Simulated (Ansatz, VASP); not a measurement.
# Two plane-wave programs on Mg3BiSb

```
CELL_PARAMETERS angstrom
0.00000 0.00298 7.25432
6.89203 3.99494 0.00163
-6.89203 3.99494 0.00163
ATOMIC_POSITIONS crystal
Mg 0.63204 0.33383 0.33741
Mg 0.63204 0.67074 0.00050
Mg 0.63185 0.99651 0.66317
Mg 0.37170 0.32924 0.99591
Mg 0.37063 0.67005 0.66676
Mg 0.37063 0.00009 0.33672
Mg 0.99846 0.98947 0.98983
Mg 0.99846 0.32317 0.65614
Mg 0.99862 0.68684 0.35350
Bi 0.21701 0.33392 0.33187
Bi 0.21701 0.66520 0.00058
Bi 0.78509 0.33394 0.00061
Sb 0.22772 0.00121 0.66788
Sb 0.77438 0.66582 0.66663
Sb 0.77438 0.99997 0.33249
```

Alike in both runs: functional PBEsol; k mesh 4 × 3 × 3; occupations gaussian, width 0.1 eV; no spin polarisation.

Ansatz relaxed the structure, and its values are those at the end. VASP's run is a single point on that final structure, the one shown.

```csv
,VASP,Ansatz
version,VASP 6.6.1,Ansatz 0.2.0
potentials or method,"VASP PAW PBE potentials, release 64 (Mg, Bi_d, Sb), cutoff 520 eV","scalar-relativistic, plane waves, PAW"
valence electrons in the cell,78,180
```

VASP gave:

- gap on the k mesh at the Fermi level (eV): 0.11
- least direct gap on the mesh (eV): 0.19
- pressure (GPa): 0.0
- rms of the force components (eV/Å): 0.021

Q: Which values does Ansatz return?

A: gap on the k mesh at the Fermi level (eV): 0.12; least direct gap on the mesh (eV): 0.21; pressure (GPa): 0.0; rms of the force components (eV/Å): 0.015.

VASP's potentials were made for PBE, not for PBEsol. With one functional, cell and mesh, what is left measures potentials, basis and numerics. VASP's potentials hold 78 valence electrons a cell and Ansatz's 180, so a difference there can come from the potentials and not from the codes.

Spin-orbit coupling is off throughout.
